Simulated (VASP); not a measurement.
**NaF: single point with PBE**

System: NaF, a slab with vacuum.

```
Na F
1.0
     3.28098    0.00000    0.00000
     1.64049    2.84141    0.00000
     0.00000    0.00000   18.69726
Na F
3 3
Direct
  0.00000 0.00000 0.32090
  0.66667 0.66667 0.46418
  0.33333 0.33333 0.60746
  0.33333 0.33333 0.39254
  0.00000 0.00000 0.53582
  0.66667 0.66667 0.67910
```

```json
{"Program": "VASP 6.6.1", "Task": "single point", "Functional": "PBE", "Potentials or basis": "VASP PAW PBE potentials, release 64 (Na_pv, F)", "Cutoff": "520 eV", "k mesh": "5 × 5 × 1", "Occupations": "gaussian, width 0.1 eV", "Spin": "no spin polarisation", "Dipole correction": "yes", "Further INCAR settings": "ALGO = Normal; EDIFF = 1e-06; NBANDS = 30; NELMDL = -8"}
```

The largest force is 1.222 eV/Å. The band gap on the k mesh is zero (bands 21 and 22 overlap by 0.06 eV).

Forces on the atoms (eV/Å):
```
Na   0.000  0.000  0.286
Na   0.000  0.000  0.898
Na   0.000  0.000  1.222
F    0.000  0.000 -0.831
F    0.000  0.000 -0.885
F    0.000  0.000 -0.691
```

Levels at points of the mesh, in eV from the Fermi level:
```csv
k point,band 19,band 20,band 21,band 22,band 23,band 24
"(0.00, 0.00, 0.00)",-0.77,-0.35,0.05,0.05,2.79,4.38
```

Wall time 2.1 min on 1 thread of AMD EPYC 7R13, on a shared host, peak memory 0.23 GiB.

Caveat: the k points lie up to 0.44 Å⁻¹ apart.
